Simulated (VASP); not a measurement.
Here is a VASP 6.6.1 calculation.

The input INCAR:

```
SYSTEM = SnO2
PREC     = Accurate       ! precision mode
ENCUT    = 520            ! plane-wave cutoff, eV
EDIFF    = 1E-6           ! SCF threshold, eV
ISMEAR   = 0              ! smearing method
SIGMA    = 0.05           ! smearing width, eV
LREAL    = .FALSE.        ! projectors in reciprocal space
LASPH    = .TRUE.         ! aspherical terms in the spheres
NELM     = 60             ! most SCF steps
ALGO     = Normal         ! electronic algorithm
ISIF     = 2              ! what is computed and relaxed
LWAVE    = .FALSE.        ! write WAVECAR
LCHARG   = .TRUE.         ! write CHGCAR
GGA      = PE             ! functional
LELF     = .TRUE.         ! ELF
LVHAR    = .TRUE.       
NBANDS   = 35             ! bands
NELECT   = 52.2
```

File KPOINTS:

```
Automatic mesh
0
G
  6 6 8
  0 0 0
```

The input POSCAR:

```
SnO2
1.0
    4.7380000000      0.0000000000      0.0000000000
    0.0000000000      4.7380000000      0.0000000000
    0.0000000000      0.0000000000      3.1865000000
Sn O
2 4
Direct
    0.0000000000      0.0000000000      0.0000000000
    0.5000000000      0.5000000000      0.5000000000
    0.3071000000      0.3071000000      0.0000000000
    0.1929000000      0.8071000000      0.5000000000
    0.6929000000      0.6929000000      0.0000000000
    0.8071000000      0.1929000000      0.5000000000
```

Potentials or basis: VASP PAW PBE potentials, release 64 (Sn_d, O).

Launch:

```bash
$ cat potpaw_PBE.64/Sn_d/POTCAR potpaw_PBE.64/O/POTCAR > POTCAR
$ mpirun -np 1 vasp_std > vasp.out
```

(1) Predict the largest force.

Answers

(1) 0.407 eV/Å.

Caveat: the cell carries a net charge on a neutralising background, which shifts energy and pressure.
